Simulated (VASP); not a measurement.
IrPt, 2 atoms in the cell. It takes space group R-3m (No. 166, trigonal). The conventional cell has a = 2.785 Å, b = 2.785 Å, c = 14.005 Å, α = 90.00°, β = 90.00°, γ = 120.00°. Within 3.7 Å of Ir (site symmetry -3m) lie 6 Ir at 2.78 Å and 6 Pt at 2.83 Å. Within 3.7 Å of Pt (site symmetry -3m) lie 6 Pt at 2.78 Å and 6 Ir at 2.83 Å.  This cell differs from its parent crystal: strain +0.0375 x Voigt [0, 0, 1, 0, 0, 0].

* Program: VASP 6.6.1
* Task: single point
* Functional: PBEsol
* Potentials or basis: VASP PAW PBE potentials, release 64 (Ir, Pt)
* Cutoff: 520 eV
* k mesh: 12 × 12 × 12
* Occupations: gaussian, width 0.15 eV
* Spin: no spin polarisation
* Dipole correction: no
* Further INCAR settings: ALGO = Normal; EDIFF = 1e-06; NBANDS = 16

Potentials or basis: VASP PAW PBE potentials, release 64 (Ir, Pt).

Command:

```console
$ cat potpaw_PBE.64/Ir/POTCAR potpaw_PBE.64/Pt/POTCAR > POTCAR
$ mpirun -np 1 vasp_std > vasp.out
```

Hardware: 1 thread of Intel(R) Xeon(R) Platinum 8559C (Emerald Rapids), on a shared host.

Question: How long does it take, and how much memory?

Answer: It took 3.1 min on 1 thread of Intel(R) Xeon(R) Platinum 8559C (Emerald Rapids) (shared host), peak memory 0.33 GiB. Counts: scf iterations 13, k points 189.
